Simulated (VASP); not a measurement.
# Mo (Im-3m) in VASP: notebook

The runs below take Mo through single point, relaxation of cell and atoms, with PBE.

Everything below comes from runs of VASP 6.6.1. Logs are shortened: lines on timing, memory, paths and dates and some standing lists are left out, and cuts for length are marked.

## (1) The cell of the first run

It takes space group Im-3m (No. 229, cubic). The conventional cell has a = 3.161 Å, b = 3.161 Å, c = 3.161 Å, α = 90.00°, β = 90.00°, γ = 90.00°. Within 3.6 Å of Mo (site symmetry m-3m) lie 14 Mo at 2.74 to 3.16 Å.

## (2) Single point, PBE

Contents of INCAR:

```
PREC = Accurate
ENCUT = 520
EDIFF = 1E-6
ISMEAR = 0
SIGMA = 0.1
LREAL = F
LASPH = T
NELM = 60
ALGO = Normal
ISIF = 2
LWAVE = F
LCHARG = T
GGA = PE
LELF = T
LVHAR = T
NBANDS = 13
```

Contents of KPOINTS:

```
Automatic mesh
0
Gamma
  18 18 18
```

Contents of POSCAR:

```
Mo
1.0
   -1.5803011047      1.5803011047      1.5803011047
    1.5803011047     -1.5803011047      1.5803011047
    1.5803011047      1.5803011047     -1.5803011047
Mo
1
Direct
    0.0000000000      0.0000000000      0.0000000000
```

Potentials or basis: VASP PAW PBE potentials, release 64 (Mo_sv).

The run is started by

```sh
cat potpaw_PBE.64/Mo_sv/POTCAR > POTCAR
mpirun -np 1 vasp_std > vasp.out
```

OUTCAR:

```text
PREC = Accurate
   ENCUT = 520
   EDIFF = 1E-6
   ISMEAR = 0
   LREAL = F
   LASPH = T
   NELM = 60
   ISIF = 2
   GGA = PE

 ion  position               nearest neighbor table
   1  0.000  0.000  0.000-

  LATTYP: Found a body centered cubic cell.
 ALAT       =     3.1606022094

  Lattice vectors:

 A1 = (  -1.5803011047,   1.5803011047,   1.5803011047)
 A2 = (   1.5803011047,  -1.5803011047,   1.5803011047)
 A3 = (   1.5803011047,   1.5803011047,  -1.5803011047)

Analysis of symmetry for initial positions (statically):
=====================================================================
 Subroutine PRICEL returns:
 Original cell was already a primitive cell.

 Routine SETGRP: Setting up the symmetry group for a
 body centered cubic supercell.

 Subroutine GETGRP returns: Found 48 space group operations
 (whereof 48 operations were pure point group operations)
 out of a pool of 48 trial point group operations.

The static configuration has the point symmetry O_h .

Analysis of symmetry for dynamics (positions and initial velocities):
=====================================================================
 Subroutine PRICEL returns:
 Original cell was already a primitive cell.

 Routine SETGRP: Setting up the symmetry group for a
 body centered cubic supercell.

 Subroutine GETGRP returns: Found 48 space group operations
 (whereof 48 operations were pure point group operations)
 out of a pool of 48 trial point group operations.

The dynamic configuration has the point symmetry O_h .

 Subroutine INISYM returns: Found 48 space group operations
 (whereof 48 operations are pure point group operations),
 and found     1 'primitive' translations

----------------------------------------------------------------------------------------

                                     Primitive cell

  volume of cell :      15.7863

  direct lattice vectors                    reciprocal lattice vectors
    -1.580301105  1.580301105  1.580301105     0.000000000  0.316395400  0.316395400
     1.580301105 -1.580301105  1.580301105     0.316395400  0.000000000  0.316395400
     1.580301105  1.580301105 -1.580301105     0.316395400  0.316395400  0.000000000

  length of vectors
     2.737161805  2.737161805  2.737161805     0.447450666  0.447450666  0.447450666

  position of ions in fractional coordinates (direct lattice)
     0.000000000  0.000000000  0.000000000

  ion indices of the primitive-cell ions
   primitive index   ion index
                 1           1

----------------------------------------------------------------------------------------

 KPOINTS: Automatic mesh

Automatic generation of k-mesh.
 Grid dimensions read from file:
 generate k-points for:   18   18   18

 Generating k-lattice:

  Cartesian coordinates                     Fractional coordinates (reciprocal lattice)
     0.000000000  0.017577522  0.017577522     0.055555556  0.000000000  0.000000000
     0.017577522  0.000000000  0.017577522     0.000000000  0.055555556  0.000000000
     0.017577522  0.017577522  0.000000000     0.000000000  0.000000000  0.055555556

  Length of vectors
     0.024858370  0.024858370  0.024858370

  Shift w.r.t. Gamma in fractional coordinates (k-lattice)
     0.000000000  0.000000000  0.000000000

 Subroutine IBZKPT returns following result:
 ===========================================

 Found    195 irreducible k-points:

 Following reciprocal coordinates:
            Coordinates               Weight
  0.000000  0.000000  0.000000      1.000000
  0.055556  0.000000  0.000000     12.000000
  0.111111  0.000000  0.000000     12.000000
  0.166667  0.000000  0.000000     12.000000
  0.222222  0.000000  0.000000     12.000000
  0.277778  0.000000  0.000000     12.000000
[... 16 lines left out ...]
  0.333333  0.111111  0.000000     48.000000
  0.388889  0.111111  0.000000     48.000000
 [... further k-points ...]
   k-points           NKPTS =    195   k-points in BZ     NKDIM =    195   number of bands    NBANDS=     13
   number of dos      NEDOS =    301   number of ions     NIONS =      1
   total plane-waves  NPLWV =   8000
   dimension x,y,z NGX =    20 NGY =   20 NGZ =   20
   dimension x,y,z NGXF=    40 NGYF=   40 NGZF=   40
   ions per type =               1
   NGX,Y,Z   is equivalent  to a cutoff of  12.15, 12.15, 12.15 a.u.
   NGXF,Y,Z  is equivalent  to a cutoff of  24.29, 24.29, 24.29 a.u.
 SYSTEM =  unknown system
   PREC   = accura    normal or accurate (medium, high low for compatibility)
   ISTART =      0    job   : 0-new  1-cont  2-samecut
   ICHARG =      2    charge: 1-file 2-atom 10-const
   ISPIN  =      1    spin polarized calculation?
   LNONCOLLINEAR =      F non collinear calculations
   LSORBIT =      F    spin-orbit coupling
   LASPH  =      T    aspherical Exc in radial PAW
   ENCUT  =  520.0 eV  38.22 Ry    6.18 a.u.   5.09  5.09  5.09*2*pi/ulx,y,z
   NELM   =     60;   NELMIN=  2; NELMDL= -5     # of ELM steps
   EDIFF  = 0.1E-05   stopping-criterion for ELM
   LREAL  =      F    real-space projection
   EDIFFG = 0.1E-04   stopping-criterion for IOM
   NSW    =      0    number of steps for IOM
   IBRION =     -1    ionic relax: 0-MD 1-quasi-New 2-CG
   NFREE  =      0    steps in history (QN), initial steepest desc. (CG)
   ISIF   =      2    stress and relaxation
   ISYM   =      2    0-nonsym 1-usesym 2-fastsym
   POTIM  = 0.5000    time-step for ionic-motion
   TEBEG  =    0.0;   TEEND  =   0.0 temperature during run
   PSTRESS=    0.0 pullay stress
   NELECT =      14.0000    total number of electrons
   NUPDOWN=      -1.0000    fix difference up-down
   EMIN   =  10.00;   EMAX   =-10.00  energy-range for DOS
   EFERMI =   0.00;   METHOD = LEGACY
   ISMEAR =     0;   SIGMA  =   0.10  broadening in eV -4-tet -1-fermi 0-gaus
   EFERMI_NEDOS =   21; number of points for ismear=-14 and -15
   IALGO  =     38    algorithm
   IMIX   =      4    mixing-type and parameters
     AMIX     =   0.40;   BMIX     =  1.00
     AMIX_MAG =   1.60;   BMIX_MAG =  1.00
  volume/ion in A,a.u.               =      15.79       106.53
  Fermi-wavevector in a.u.,A,eV,Ry     =   1.572863  2.972281 33.659442  2.473899
  Thomas-Fermi vector in A             =   2.674234
   LORBIT       =      0    0 simple, 1 ext, 2 COOP (PROOUT), +10 PAW based schemes
   GGA     = PE    functional components
   LHFCALC =     F    Hartree Fock is set to
   AEXX    =    0.0000 exact exchange contribution
   IVDW    =     0    specifies the selected vdW correction
   LEPSILON=     F    determine dielectric tensor
   LRPA    =     F    only Hartree local field effects (RPA)
 non-spin polarized calculation
 Gauss-broadening in eV      SIGMA  =   0.10
  energy-cutoff  :      520.00
  volume of cell :       15.79
 maximum number of plane-waves:       438
   NGX = 11   NGY = 11   NGZ = 11

 number of electron      14.0000004 magnetization

 Free energy of the ion-electron system (eV)
  ---------------------------------------------------
  ext. energy  EPLUGINS =         0.00000000
  ---------------------------------------------------
  free energy    TOTEN  =       -10.93496092 eV

  energy without entropy =      -10.93230690  energy(sigma->0) =      -10.93363391

 E-fermi :  12.4531     XC(G=0): -13.3350

 val. band max:       12.4334153275   @ k =   0.3889   0.1111   0.0000
 cond. band min:      12.4569144416   @ k =  -0.3889   0.4444   0.2778
 fundamental gap:      0.0234991141
 Fermi energy:        12.4531276420

 k-point     1 :       0.0000    0.0000    0.0000
  band No.  band energies     occupation
      1     -48.8442      2.00000
      2     -22.1328      2.00000
      3     -22.1328      2.00000
      4     -22.1328      2.00000
      5       5.2326      2.00000
      6      11.0904      2.00000
      7      11.0904      2.00000
      8      11.0904      2.00000
      9      14.0798      0.00000
     10      14.0798      0.00000
     11      27.2526      0.00000
     12      27.2526      0.00000
     13      27.2526      0.00000

 k-point     2 :       0.0556    0.0000    0.0000
  band No.  band energies     occupation
      1     -48.8367      2.00000
      2     -22.1766      2.00000
      3     -22.1464      2.00000
      4     -22.1331      2.00000
      5       5.3683      2.00000
      6      11.0139      2.00000
      7      11.0783      2.00000
      8      11.2170      2.00000
      9      13.9661      0.00000
     10      14.0817      0.00000
     11      27.3545      0.00000
     12      27.4809      0.00000
     13      27.5188      0.00000

 k-point     3 :       0.1111    0.0000    0.0000
  band No.  band energies     occupation
      1     -48.8150      2.00000
      2     -22.3016      2.00000
      3     -22.1852      2.00000
      4     -22.1340      2.00000
      5       5.7560      2.00000
      6      10.8016      2.00000
      7      11.0247      2.00000
      8      11.5916      2.00000
      9      13.7149      0.00000
     10      14.0926      0.00000
     11      27.5969      0.00000
     12      28.1462      0.00000
     13      28.1780      0.00000

 k-point     4 :       0.1667    0.0000    0.0000
  band No.  band energies     occupation
      1     -48.7817      2.00000
      2     -22.4900      2.00000
      3     -22.2441      2.00000
      4     -22.1354      2.00000
      5       6.3291      2.00000
      6      10.4958      2.00000
      7      10.9116      2.00000
      8      12.1981      1.99969
      9      13.5173      0.00000
     10      14.1247      0.00000
     11      27.7624      0.00000
     12      28.8183      0.00000
     13      29.1980      0.00000

 k-point     5 :       0.2222    0.0000    0.0000
  band No.  band energies     occupation
      1     -48.7404      2.00000
      2     -22.7161      2.00000
      3     -22.3156      2.00000
      4     -22.1372      2.00000
      5       6.9447      2.00000
      6      10.1482      2.00000
      7      10.8330      2.00000
      8      13.0079      0.00000
      9      13.4993      0.00000
     10      14.1904      0.00000
     11      27.5201      0.00000
     12      28.8367      0.00000
     13      30.5691      0.00000

 k-point     6 :       0.2778    0.0000    0.0000
  band No.  band energies     occupation
      1     -48.6963      2.00000
      2     -22.9512      2.00000
      3     -22.3908      2.00000
      4     -22.1391      2.00000
      5       7.3667      2.00000
      6       9.8057      2.00000
      7      11.0502      2.00000
      8      13.6462      0.00000
      9      13.9748      0.00000
     10      14.2950      0.00000
     11      26.8028      0.00000
     12      27.9996      0.00000
     13      32.1831      0.00000

 k-point     7 :       0.3333    0.0000    0.0000
  band No.  band energies     occupation
      1     -48.6544      2.00000
      2     -23.1673      2.00000
      3     -22.4606      2.00000
      4     -22.1409      2.00000
      5       7.4545      2.00000
      6       9.5056      2.00000
      7      11.7238      2.00000
      8      13.8753      0.00000
      9      14.4301      0.00000
     10      15.0245      0.00000
     11      25.9060      0.00000
     12      26.6983      0.00000
     13      33.2364      0.00000
[... 193 lines left out ...]
 k-point    20 :       0.1667    0.1111    0.0000
  band No.  band energies     occupation
      1     -48.7243      2.00000
      2     -22.7814      2.00000
      3     -22.3182      2.00000
      4     -22.1868      2.00000
      5       7.2754      2.00000
      6      10.1789      2.00000
      7      10.4196      2.00000
      8      13.2337      0.00000
      9      13.5709      0.00000
     10      14.4371      0.00000
     11      28.0338      0.00000
     12      28.6063      0.00000
     13      30.1351      0.00000

 k-point    21 :       0.2222    0.1111   -0.0000
  band No.  band energies     occupation
      1     -48.6827      2.00000
      2     -22.9818      2.00000
      3     -22.4050      2.00000
      4     -22.1933      2.00000
      5       7.7260      2.00000
      6       9.8437      2.00000
      7      10.5372      2.00000
      8      13.3501      0.00000
      9      14.4972      0.00000
     10      14.7041      0.00000
     11      27.0878      0.00000
     12      28.0260      0.00000
     13      31.2689      0.00000

 k-point    22 :       0.2778    0.1111    0.0000
  band No.  band energies     occupation
      1     -48.6433      2.00000
      2     -23.1650      2.00000
      3     -22.4893      2.00000
      4     -22.1976      2.00000
      5       7.8266      2.00000
      6       9.5655      2.00000
      7      11.0665      2.00000
      8      13.5962      0.00000
      9      14.6856      0.00000
     10      15.7872      0.00000
     11      26.0410      0.00000
     12      26.9329      0.00000
     13      31.4593      0.00000

 k-point    23 :       0.3333    0.1111    0.0000
  band No.  band energies     occupation
      1     -48.6110      2.00000
      2     -23.3113      2.00000
      3     -22.5585      2.00000
      4     -22.2007      2.00000
      5       7.7103      2.00000
      6       9.3608      2.00000
      7      11.8077      2.00000
      8      13.8606      0.00000
      9      14.8514      0.00000
     10      16.8883      0.00000
     11      24.9951      0.00000
     12      25.8322      0.00000
     13      30.2172      0.00000

 k-point    24 :       0.3889    0.1111    0.0000
  band No.  band energies     occupation
      1     -48.5898      2.00000
      2     -23.4056      2.00000
      3     -22.6037      2.00000
      4     -22.2025      2.00000
      5       7.5784      2.00000
      6       9.2351      2.00000
      7      12.4334      1.21958
      8      13.9799      0.00000
      9      15.0982      0.00000
     10      17.7536      0.00000
     11      24.0173      0.00000
     12      25.1795      0.00000
     13      29.3112      0.00000

 [... further k-points ...]
[... 5 lines left out ...]
  --------------------------------------------------------------------------------------
  -------------------------------------------------------------------------------------
  Total        0.0464020      0.0464020      0.0464020      0.0000000      0.0000000      0.0000000
  in kB        4.7094231      4.7094231      4.7094231      0.0000000      0.0000000      0.0000000
  external PRESSURE =       4.7094231 kB  Pullay stress =       0.0000000 kB

 VOLUME and BASIS-vectors are now :
 -----------------------------------------------------------------------------
  energy-cutoff  :      520.00
  volume of cell :       15.79
      direct lattice vectors                 reciprocal lattice vectors
    -1.580301105  1.580301105  1.580301105     0.000000000  0.316395400  0.316395400
     1.580301105 -1.580301105  1.580301105     0.316395400  0.000000000  0.316395400
     1.580301105  1.580301105 -1.580301105     0.316395400  0.316395400  0.000000000

 POSITION                                       TOTAL-FORCE (eV/Angst)
 -----------------------------------------------------------------------------------
      0.00000      0.00000      0.00000         0.000000     -0.000000      0.000000
 -----------------------------------------------------------------------------------
    total drift:                                0.000000     -0.000000      0.000000

  FREE ENERGIE OF THE ION-ELECTRON SYSTEM (eV)
  ---------------------------------------------------
  free  energy   TOTEN  =       -10.9349609208 eV

  energy  without entropy=      -10.9323069021  energy(sigma->0) =      -10.93363391
```

Wall time 55 s (1 thread of AMD EPYC 7R13, shared host); peak memory 0.12 GiB.

Results:

| Quantity | Value |
| --- | --- |
| Free energy | -10.9350 eV |
| Pressure | 0.5 GPa |
| Band gap on the k mesh | zero (band 7 reaches 16.36 eV, above the bottom of band 8 at 11.09 eV) |

## (3) Relaxation of cell and atoms, PBE

This run uses another cell than the first one, of 15.89 Å³/atom, 1.007 times its volume.

Contents of INCAR:

```
SYSTEM = Mo
  PREC = Accurate
  ENCUT = 600
  EDIFF = 1E-6
  ISMEAR = 0
  SIGMA = 0.1
  LREAL = .FALSE.
  LASPH = .TRUE.
  NELM = 100
  ALGO = Normal
  ISIF = 3
  LWAVE = .FALSE.
  LCHARG = .FALSE.
  GGA = PE
  IBRION = 2
  NSW = 100
  EDIFFG = -0.005
```

Contents of KPOINTS:

```
Automatic mesh
0
G
  18 18 18
  0 0 0
```

Contents of POSCAR:

```
Mo
1.0
   -1.5838089700      1.5838089700      1.5838089700
    1.5838089700     -1.5838089700      1.5838089700
    1.5838089700      1.5838089700     -1.5838089700
Mo
1
Direct
    0.0000000000      0.0000000000      0.0000000000
```

Potentials or basis: VASP PAW PBE potentials, release 64 (Mo_sv).

The run is started by

```sh
cat potpaw_PBE.64/Mo_sv/POTCAR > POTCAR
mpirun -np 1 vasp_std > vasp.out
```

It took 2.2 min on 1 thread of AMD EPYC 7R13, shared host; peak memory 0.15 GiB.

Results (log left out):

```
Free energy                            : -10.9352 eV
Relaxed volume                         : 15.81 Å³/atom
Relaxed cell                           : a = 2.738 Å, b = 2.738 Å, c = 2.738 Å, α = 109.47°, β = 109.47°, γ = 109.47°
Space group after relaxing (to 0.05 Å) : Im-3m (No. 229)
Energy gained by relaxing              : 0.4 meV/atom
Ionic steps                            : 3
Pressure after relaxing                : 0.0 GPa
Band gap on the k mesh                 : zero (band 7 reaches 16.33 eV, above the bottom of band 8 at 11.07 eV)
```

Step by step:
| step | energy change (eV) | largest force (eV/Å) | pressure (GPa) | volume (Å³) |
| --- | --- | --- | --- | --- |
| 1 | 0.0000 | 0.0000 | -1.35 | 15.89 |
| 2 | 0.0022 | 0.0000 | 3.81 | 15.59 |
| 3 | -0.0004 | 0.0000 | 0.00 | 15.81 |

Final structure:
```
Mo
1.0
    -1.58102    1.58102    1.58102
     1.58102   -1.58102    1.58102
     1.58102    1.58102   -1.58102
Mo
1
Direct
  0.00000 0.00000 0.00000
```

Levels at points of the mesh, in eV from the Fermi level:
```tsv
k point	band 5	band 6	band 7	band 8	band 9	band 10
(0.00, 0.00, 0.00)	-7.22	-1.36	-1.36	-1.36	1.62	1.62
(0.50, 0.00, 0.00)	-5.27	-3.37	1.57	1.65	2.27	4.65
(0.50, 0.50, 0.50)	-5.37	-5.37	3.90	3.90	3.90	8.96
```
